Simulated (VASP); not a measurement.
# Be16H (a cell with a defect) in VASP: relaxation of the atoms with PBE+D3(BJ)

Aim: the relaxation of the atoms of Be16H (a cell with a defect) with PBE+D3(BJ).

All numbers are computed with VASP 6.6.1; they aren't measurements. Logs are shortened: lines on timing, memory, paths and dates and some standing lists are left out, and cuts for length are marked.

### Step 1. The cell of the first run

The cell holds a defect, 17 atoms: a = 4.580 Å, b = 3.966 Å, c = 7.177 Å, α = 90.00°, β = 90.00°, γ = 90.00°.

### Step 2. Relaxation of the atoms, PBE+D3(BJ)

INCAR reads:

```
SYSTEM = Be16H
PREC = Accurate
ENCUT = 520
EDIFF = 1E-6
ISMEAR = -1
SIGMA = 0.15
LREAL = Auto
LASPH = .True.
NELM = 80
ALGO = Normal
ISIF = 2
LWAVE = .False.
LCHARG = .False.
GGA = PE
IVDW = 12
IBRION = 2
NSW = 80
EDIFFG = -0.03
KPAR = 4
```

KPOINTS reads:

```
regular mesh
0
Gamma
  5 6 4
  0 0 0
```

POSCAR reads:

```
Be16H
1.0
   -2.2900000000     -3.9663960000      0.0000000000
    3.4350000000     -1.9831980000      0.0000000000
    0.0000000000      0.0000000000      7.1768600000
Be H
16 1
Direct
    0.7500000700      0.5000000400      0.0000000000
    0.5000000400      0.3333333600      0.2500000000
    0.7500000700      0.5000000400      0.5000000000
    0.5000000400      0.3333333600      0.7500000000
    0.5000000300      0.0000000200      0.0000000000
    0.2500000400      0.8333333600      0.2500000000
    0.5000000300      0.0000000200      0.5000000000
    0.2500000400      0.8333333600      0.7500000000
    0.2500000300      0.5000000200      0.0000000000
    0.0000000100      0.3333333400      0.2500000000
    0.2500000300      0.5000000200      0.5000000000
    0.0000000100      0.3333333400      0.7500000000
    0.0000000000      0.0000000000      0.0000000000
    0.7500000800      0.8333333800      0.2500000000
    0.0000000000      0.0000000000      0.5000000000
    0.7500000800      0.8333333800      0.7500000000
    0.7528441200      0.1670498800      0.8755761800
```

Potentials or basis: VASP PAW PBE potentials, release 64 (Be, H).

On the command line:

```console
> cat potpaw_PBE.64/Be/POTCAR potpaw_PBE.64/H/POTCAR > POTCAR
> mpirun -np 4 vasp_std > vasp.out
```

OUTCAR:

```text
SYSTEM = Be16H
   PREC = Accurate
   ENCUT = 520
   EDIFF = 1E-6
   ISMEAR = -1
   LREAL = Auto
   LASPH = .True.
   NELM = 80
   ISIF = 2
   GGA = PE
   IVDW = 12
   IBRION = 2
   NSW = 80
   EDIFFG = -0.03
 IVDW          = 12

 ion  position               nearest neighbor table
   1  0.750  0.500  0.000-  17 1.59  12 2.23  10 2.23  16 2.23  14 2.23   4 2.23   2 2.23  13 2.29
                             9 2.29  13 2.29   5 2.29   5 2.29   9 2.29
   2  0.500  0.333  0.250-   5 2.23   7 2.23   9 2.23  11 2.23   1 2.23   3 2.23  10 2.29   6 2.29
                            10 2.29   6 2.29  14 2.29  14 2.29
   3  0.750  0.500  0.500-  10 2.23  12 2.23  14 2.23  16 2.23   2 2.23   4 2.23  15 2.29  11 2.29
                            15 2.29   7 2.29   7 2.29  11 2.29
   4  0.500  0.333  0.750-  17 1.61   7 2.23   5 2.23  11 2.23   9 2.23   3 2.23   1 2.23  12 2.29
                             8 2.29  12 2.29   8 2.29  16 2.29  16 2.29
   5  0.500  0.000  0.000-  17 1.61   8 2.23   6 2.23   4 2.23   2 2.23  16 2.23  14 2.23  13 2.29
                             9 2.29  13 2.29   9 2.29   1 2.29   1 2.29
   6  0.250  0.833  0.250-   5 2.23   7 2.23   9 2.23  11 2.23  13 2.23  15 2.23  14 2.29   2 2.29
                            10 2.29   2 2.29  10 2.29  14 2.29
   7  0.500  0.000  0.500-   6 2.23   8 2.23   2 2.23   4 2.23  14 2.23  16 2.23  15 2.29  11 2.29
                            15 2.29  11 2.29   3 2.29   3 2.29
   8  0.250  0.833  0.750-   5 2.23   7 2.23   9 2.23  11 2.23  13 2.23  15 2.23  16 2.29   4 2.29
                            12 2.29   4 2.29  12 2.29  16 2.29
   9  0.250  0.500  0.000-  10 2.23  12 2.23   6 2.23   8 2.23   2 2.23   4 2.23   1 2.29   5 2.29
                            13 2.29   5 2.29  13 2.29   1 2.29
  10  0.000  0.333  0.250-   1 2.23   3 2.23   9 2.23  11 2.23  13 2.23  15 2.23  14 2.29   2 2.29
                            14 2.29   6 2.29   2 2.29   6 2.29
  11  0.250  0.500  0.500-  10 2.23  12 2.23   6 2.23   8 2.23   2 2.23   4 2.23   3 2.29   7 2.29
                            15 2.29   7 2.29  15 2.29   3 2.29
  12  0.000  0.333  0.750-  17 1.59   3 2.23   1 2.23  11 2.23   9 2.23  15 2.23  13 2.23  16 2.29
                             4 2.29  16 2.29   8 2.29   4 2.29   8 2.29
  13  0.000  0.000  0.000-  17 1.59  16 2.23  14 2.23  12 2.23  10 2.23   8 2.23   6 2.23   1 2.29
                             5 2.29   1 2.29   9 2.29   5 2.29   9 2.29
  14  0.750  0.833  0.250-  13 2.23  15 2.23   1 2.23   3 2.23   5 2.23   7 2.23  10 2.29   6 2.29
                            10 2.29   2 2.29   2 2.29   6 2.29
  15  0.000  0.000  0.500-  14 2.23  16 2.23  10 2.23  12 2.23   6 2.23   8 2.23   3 2.29   7 2.29
                             3 2.29   7 2.29  11 2.29  11 2.29
  16  0.750  0.833  0.750-  17 1.60  15 2.23  13 2.23   3 2.23   1 2.23   7 2.23   5 2.23  12 2.29
                             8 2.29  12 2.29   4 2.29   4 2.29   8 2.29
  17  0.753  0.167  0.876-  13 1.59  12 1.59   1 1.59  16 1.60   5 1.61   4 1.61

  LATTYP: Found a simple orthorhombic cell.
 ALAT       =     3.9663962620
 B/A-ratio  =     1.1547004875
 C/A-ratio  =     1.8094157835

  Lattice vectors:

 A1 = (  -3.4350000000,   1.9831980000,   0.0000000000)
 A2 = (  -2.2900000000,  -3.9663960000,   0.0000000000)
 A3 = (   0.0000000000,   0.0000000000,   7.1768600000)

Analysis of symmetry for initial positions (statically):
=====================================================================
 Subroutine PRICEL returns:
 Original cell was already a primitive cell.

 Routine SETGRP: Setting up the symmetry group for a
 simple orthorhombic supercell.

 Subroutine GETGRP returns: Found  1 space group operations
 (whereof  1 operations were pure point group operations)
 out of a pool of  8 trial point group operations.

The static configuration has the point symmetry C_1 .

Analysis of symmetry for dynamics (positions and initial velocities):
=====================================================================
 Subroutine PRICEL returns:
 Original cell was already a primitive cell.

 Routine SETGRP: Setting up the symmetry group for a
 simple orthorhombic supercell.

 Subroutine GETGRP returns: Found  1 space group operations
 (whereof  1 operations were pure point group operations)
 out of a pool of  8 trial point group operations.

The dynamic configuration has the point symmetry C_1 .

 Subroutine INISYM returns: Found  1 space group operations
 (whereof  1 operations are pure point group operations),
 and found     1 'primitive' translations

----------------------------------------------------------------------------------------

                                     Primitive cell

  volume of cell :     130.3755

  direct lattice vectors                    reciprocal lattice vectors
    -2.290000000 -3.966396000  0.000000000    -0.109170306 -0.189088533  0.000000000
     3.435000000 -1.983198000  0.000000000     0.218340611 -0.126059022  0.000000000
     0.000000000  0.000000000  7.176860000     0.000000000  0.000000000  0.139336702

  length of vectors
     4.579999697  3.966396262  7.176860000     0.218340626  0.252118027  0.139336702

  position of ions in fractional coordinates (direct lattice)
     0.750000070  0.500000040  0.000000000
     0.500000040  0.333333360  0.250000000
     0.750000070  0.500000040  0.500000000
     0.500000040  0.333333360  0.750000000
     0.500000030  0.000000020  0.000000000
     0.250000040  0.833333360  0.250000000
[... 9 lines left out ...]
     0.750000080  0.833333380  0.750000000
     0.752844120  0.167049880  0.875576180

  ion indices of the primitive-cell ions
   primitive index   ion index
                 1           1
                 2           2
                 3           3
                 4           4
                 5           5
                 6           6
[... 9 lines left out ...]
                16          16
                17          17

----------------------------------------------------------------------------------------

 KPOINTS: regular mesh

Automatic generation of k-mesh.
 Grid dimensions read from file:
 generate k-points for:    5    6    4

 Generating k-lattice:

  Cartesian coordinates                     Fractional coordinates (reciprocal lattice)
    -0.021834061 -0.037817707  0.000000000     0.200000000  0.000000000  0.000000000
     0.036390102 -0.021009837  0.000000000    -0.000000000  0.166666667  0.000000000
     0.000000000  0.000000000  0.034834175     0.000000000  0.000000000  0.250000000

  Length of vectors
     0.043668125  0.042019671  0.034834175

  Shift w.r.t. Gamma in fractional coordinates (k-lattice)
     0.000000000  0.000000000  0.000000000

 Subroutine IBZKPT returns following result:
 ===========================================

 Found     62 irreducible k-points:

 Following reciprocal coordinates:
            Coordinates               Weight
  0.000000  0.000000  0.000000      1.000000
  0.200000  0.000000  0.000000      2.000000
  0.400000  0.000000  0.000000      2.000000
  0.000000  0.166667  0.000000      2.000000
  0.200000  0.166667  0.000000      2.000000
 -0.200000  0.166667  0.000000      2.000000
[... 16 lines left out ...]
  0.000000  0.166667 -0.250000      2.000000
  0.200000  0.166667  0.250000      2.000000
 [... further k-points ...]
   k-points           NKPTS =     62   k-points in BZ     NKDIM =     62   number of bands    NBANDS=     25
   number of dos      NEDOS =    301   number of ions     NIONS =     17
   total plane-waves  NPLWV =  58320
   dimension x,y,z NGX =    36 NGY =   30 NGZ =   54
   dimension x,y,z NGXF=    72 NGYF=   60 NGZF=  108
   ions per type =              16   1
   NGX,Y,Z   is equivalent  to a cutoff of  13.07, 12.57, 12.51 a.u.
   NGXF,Y,Z  is equivalent  to a cutoff of  26.13, 25.15, 25.02 a.u.
 SYSTEM =  Be16H
   PREC   = accura    normal or accurate (medium, high low for compatibility)
   ISTART =      0    job   : 0-new  1-cont  2-samecut
   ICHARG =      2    charge: 1-file 2-atom 10-const
   ISPIN  =      1    spin polarized calculation?
   LNONCOLLINEAR =      F non collinear calculations
   LSORBIT =      F    spin-orbit coupling
   LASPH  =      T    aspherical Exc in radial PAW
   ENCUT  =  520.0 eV  38.22 Ry    6.18 a.u.   8.52  7.37 13.34*2*pi/ulx,y,z
   NELM   =     80;   NELMIN=  2; NELMDL= -5     # of ELM steps
   EDIFF  = 0.1E-05   stopping-criterion for ELM
   LREAL  =      T    real-space projection
   EDIFFG = -.3E-01   stopping-criterion for IOM
   NSW    =     80    number of steps for IOM
   IBRION =      2    ionic relax: 0-MD 1-quasi-New 2-CG
   NFREE  =      1    steps in history (QN), initial steepest desc. (CG)
   ISIF   =      2    stress and relaxation
   ISYM   =      2    0-nonsym 1-usesym 2-fastsym
   POTIM  = 0.5000    time-step for ionic-motion
   TEBEG  =    0.0;   TEEND  =   0.0 temperature during run
   PSTRESS=    0.0 pullay stress
   NELECT =      33.0000    total number of electrons
   NUPDOWN=      -1.0000    fix difference up-down
   EMIN   =  10.00;   EMAX   =-10.00  energy-range for DOS
   EFERMI =   0.00;   METHOD = LEGACY
   ISMEAR =    -1;   SIGMA  =   0.15  broadening in eV -4-tet -1-fermi 0-gaus
   EFERMI_NEDOS =   21; number of points for ismear=-14 and -15
   IALGO  =     38    algorithm
   IMIX   =      4    mixing-type and parameters
     AMIX     =   0.40;   BMIX     =  1.00
     AMIX_MAG =   1.60;   BMIX_MAG =  1.00
  volume/ion in A,a.u.               =       7.67        51.75
  Fermi-wavevector in a.u.,A,eV,Ry     =   1.035573  1.956950 14.591049  1.072412
  Thomas-Fermi vector in A             =   2.169923
   LORBIT       =      0    0 simple, 1 ext, 2 COOP (PROOUT), +10 PAW based schemes
   GGA     = PE    functional components
   LHFCALC =     F    Hartree Fock is set to
   AEXX    =    0.0000 exact exchange contribution
   IVDW    =    12    specifies the selected vdW correction
   LEPSILON=     F    determine dielectric tensor
   LRPA    =     F    only Hartree local field effects (RPA)
 conjugate gradient relaxation of ions
 non-spin polarized calculation
  energy-cutoff  :      520.00
  volume of cell :      130.38
 maximum number of plane-waves:      3532
 NGX is ok and might be reduce to    36
   NGX = 17   NGY = 15   NGZ = 27

--------------------------------------- Ionic step        1  -------------------------------------------

 number of electron      33.0000000 magnetization

 Free energy of the ion-electron system (eV)
  ---------------------------------------------------
  ext. energy  EPLUGINS =         0.00000000
  ---------------------------------------------------
  free energy    TOTEN  =       -61.76929942 eV

  energy without entropy =      -61.62893062  energy(sigma->0) =      -61.69911502

------------------------ aborting loop because EDIFF is reached ----------------------------------------

 Edisp (eV)   -5.70787

 E8    (eV) :    -1.9581
[... 211 lines left out ...]
--------------------------------------- Ionic step        5  -------------------------------------------

 number of electron      33.0000000 magnetization

 Free energy of the ion-electron system (eV)
  ---------------------------------------------------
  ext. energy  EPLUGINS =         0.00000000
  ---------------------------------------------------
  free energy    TOTEN  =       -61.85141551 eV

  energy without entropy =      -61.70733465  energy(sigma->0) =      -61.77937508

 E-fermi :   7.3712     XC(G=0): -10.5852

 val. band max:        7.3680947562   @ k =  -0.2000   0.1667   0.0000
 cond. band min:       7.3725340443   @ k =   0.0000   0.0000   0.0000
 fundamental gap:      0.0044392881
 Fermi energy:         7.3711581404

 k-point     1 :       0.0000    0.0000    0.0000
  band No.  band energies     occupation
      1      -5.1946      2.00000
      2      -3.0249      2.00000
      3      -2.1688      2.00000
      4      -0.2044      2.00000
      5       0.9684      2.00000
      6       1.5448      2.00000
[... 661 lines left out ...]
     24      10.4385      0.00000
     25      10.9074      0.00000

 [... further k-points ...]

------------------------ aborting loop because EDIFF is reached ----------------------------------------

 Edisp (eV)   -5.70796

 E8    (eV) :    -1.9582
[... 40 lines left out ...]
  FREE ENERGIE OF THE ION-ELECTRON SYSTEM (eV)
  ---------------------------------------------------
  free  energy   TOTEN  =       -67.5593735997 eV

  energy  without entropy=      -67.4152927408  energy(sigma->0) =      -67.48733317

 reached required accuracy - stopping structural energy minimisation
```

Run time: 2.4 min. Hardware: 4 MPI ranks of Intel Xeon Platinum 8488C (Sapphire Rapids), shared host; peak memory 0.34 GiB.

What came out:

```
Free energy                  : -67.5594 eV
Energy gained by relaxing    : 4.8 meV/atom
Ionic steps                  : 5
Pressure after relaxing      : -7.2 GPa
Largest force after relaxing : 0.026 eV/Å
Band gap on the k mesh       : zero (an odd number of electrons rules out a gap without spin polarisation)
Dispersion energy per atom   : -0.336 eV
```

Forces in eV/Å, atoms in the order of the input:
```
Be  -0.011  0.004  0.007
Be  -0.004  0.006 -0.017
Be  -0.019  0.009 -0.011
Be  -0.010 -0.006 -0.023
Be   0.000 -0.012  0.024
Be   0.009 -0.006 -0.016
Be   0.008 -0.001  0.018
Be  -0.008  0.005 -0.002
Be   0.009 -0.005  0.002
Be  -0.009 -0.002 -0.018
Be  -0.010  0.005  0.018
Be  -0.001  0.012 -0.020
Be   0.012  0.005  0.021
Be   0.017 -0.012  0.012
Be   0.003 -0.009  0.019
Be   0.009 -0.007 -0.006
H    0.005  0.012 -0.006
```

Step by step:
| step | energy change (eV) | largest force (eV/Å) | pressure (GPa) |
| --- | --- | --- | --- |
| 1 | 0.0000 | 0.6101 | -7.03 |
| 2 | -0.0671 | 0.2091 | -7.21 |
| 3 | -0.0775 | 0.1699 | -7.25 |
| 4 | -0.0812 | 0.0687 | -7.25 |
| 5 | -0.0822 | 0.0264 | -7.25 |

Final structure:
```
Be H
1.0
    -2.29000   -3.96640    0.00000
     3.43500   -1.98320    0.00000
     0.00000    0.00000    7.17686
Be H
16 1
Direct
  0.74993 0.50898 0.00314
  0.49908 0.33384 0.24975
  0.74999 0.49656 0.49832
  0.49211 0.33838 0.74712
  0.49209 0.99498 0.00292
  0.25011 0.83074 0.25311
  0.49909 0.99950 0.50029
  0.25027 0.83137 0.74962
  0.25027 0.50199 0.00040
  0.00102 0.33387 0.24975
  0.25011 0.50263 0.49689
  0.00807 0.33874 0.74701
  0.00809 0.99460 0.00303
  0.74999 0.83677 0.25173
  0.00101 0.99947 0.50029
  0.74994 0.82444 0.74693
  0.75168 0.16685 0.87527
```

Levels at points of the mesh, in eV from the Fermi level:
| k point | band 12 | band 13 | band 14 | band 15 | band 16 | band 17 | band 18 | band 19 | band 20 | band 21 |
| --- | --- | --- | --- | --- | --- | --- | --- | --- | --- | --- |
| (0.00, 0.00, 0.00) | -4.19 | -4.11 | -3.66 | 0.00 | 0.03 | 0.35 | 0.45 | 0.81 | 1.07 | 1.08 |
| (0.00, 0.50, 0.00) | -4.03 | -3.68 | -3.67 | -2.80 | -2.60 | 0.24 | 0.53 | 0.70 | 0.78 | 0.91 |
| (0.00, 0.00, 0.50) | -3.58 | -2.38 | -2.20 | -2.05 | -1.96 | 0.46 | 1.39 | 1.57 | 1.75 | 1.78 |
| (0.00, 0.50, 0.50) | -4.94 | -3.83 | -3.83 | -3.61 | -3.55 | 0.85 | 1.55 | 1.60 | 1.95 | 2.14 |
